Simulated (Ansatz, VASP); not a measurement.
# AlN in VASP and in Ansatz

INCAR

```
SYSTEM = AlN
PREC = Accurate
ENCUT = 600
EDIFF = 1E-6
ISMEAR = 0
SIGMA = 0.02
LREAL = .False.
LASPH = .True.
NELM = 120
ALGO = Normal
ISIF = 2
LWAVE = .False.
LCHARG = .True.
GGA = PS
LELF = .True.
LVHAR = .True.
NBANDS = 11
GGA_COMPAT = .False.
```

Contents of KPOINTS:

```
Automatic mesh
0
Gamma
  10 10 10
  0 0 0
```

Contents of POSCAR:

```
AlN
1.0
    0.0000000000      1.9813006746      1.9813006746
    1.9813006746      0.0000000000      1.9813006746
    1.9813006746      1.9813006746      0.0000000000
Al N
1 1
Direct
    0.5000000000      0.5000000000      0.5000000000
    0.0000000000      0.0000000000      0.0000000000
```

Input for Ansatz:

```yaml
crystal:
  lattice:
    - [0.0, 1.9813006746, 1.9813006746]
    - [1.9813006746, 0.0, 1.9813006746]
    - [1.9813006746, 1.9813006746, 0.0]
  atoms:
    - { symbol: Al, position: [0.5, 0.5, 0.5] }
    - { symbol: "N", position: [0.0, 0.0, 0.0] }
basis: {}
kpoints:
  mp_grid: { grid: [10, 10, 10] }
hamiltonian:
  xc: pbesol
  pseudopotentials: { kind: all_electron, lapw: {} }
scf:
  occupations: { method: gaussian, width: 0.02 }
output:
  forces: true
  stress: true
  eigenvalues: true
```

Alike in both runs: task single point; functional PBEsol; k mesh 10 × 10 × 10; occupations gaussian, width 0.02 eV; no spin polarisation.

|  | VASP | Ansatz |
| --- | --- | --- |
| version | VASP 6.6.1 | Ansatz 0.2.0 |
| potentials or method | VASP PAW PBE potentials, release 64 (Al, N), cutoff 600 eV | scalar-relativistic, all-electron LAPW |

Ansatz gave:

* gap on the k mesh at the Fermi level (eV): 5.04
* least direct gap on the mesh (eV): 6.56
* pressure (GPa): 18.3

Question: Which values does VASP return?

Answer: gap on the k mesh at the Fermi level (eV): 5.03; least direct gap on the mesh (eV): 6.57; pressure (GPa): 18.2.

VASP's potentials were made for PBE, not for PBEsol. Ansatz ran all-electron here, and VASP with PAW potentials.
